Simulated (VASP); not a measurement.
Set up this calculation in VASP 6.6.1, as the native input.

```
Task                   : single point
Functional             : PBEsol
Potentials or basis    : VASP PAW PBE potentials, release 64 (B, As)
Cutoff                 : 520 eV
k mesh                 : 8 × 8 × 8
Occupations            : gaussian, width 0.1 eV
Spin                   : no spin polarisation
Dipole correction      : no
Further INCAR settings : ALGO = Normal; EDIFF = 1e-07; NBANDS = 11
```

The structure of BAs lies in POSCAR:

```
BAs
1.0
    2.9570103300      0.0000000000      0.0000000000
    0.0000000000      2.9570103300      0.0000000000
    0.0000000000      0.0000000000      2.9570103300
B As
1 1
Direct
    0.5000000000      0.5000000000      0.5000000000
    0.0000000000      0.0000000000      0.0000000000
```

These files were run (other wordings do the same):

INCAR

```
SYSTEM = BAs
PREC = Accurate
ENCUT = 520
EDIFF = 1E-7
ISMEAR = 0
SIGMA = 0.1
LREAL = .False.
LASPH = .True.
NELM = 60
ALGO = Normal
ISIF = 2
LWAVE = .False.
LCHARG = .False.
GGA = PS
NBANDS = 11
```

KPOINTS

```
regular mesh
0
Gamma
  8 8 8
  0 0 0
```

Potentials or basis: VASP PAW PBE potentials, release 64 (B, As).

Run with:

```console
$ cat potpaw_PBE.64/B/POTCAR potpaw_PBE.64/As/POTCAR > POTCAR
$ mpirun -np 1 vasp_std > vasp.out
```

Results of the run:

```yaml
Pressure: -6.4 GPa
Band_gap_on_the_k_mesh: zero (band 4 reaches 9.66 eV, above the bottom of band 5 at 4.29 eV)
```

Caveat: the PAW data sets were made with another functional, which shifts forces and pressure a little.

Wall time 6.4 s on 1 thread of Intel Xeon 8259CL, with other jobs on the host, peak memory 0.14 GiB.
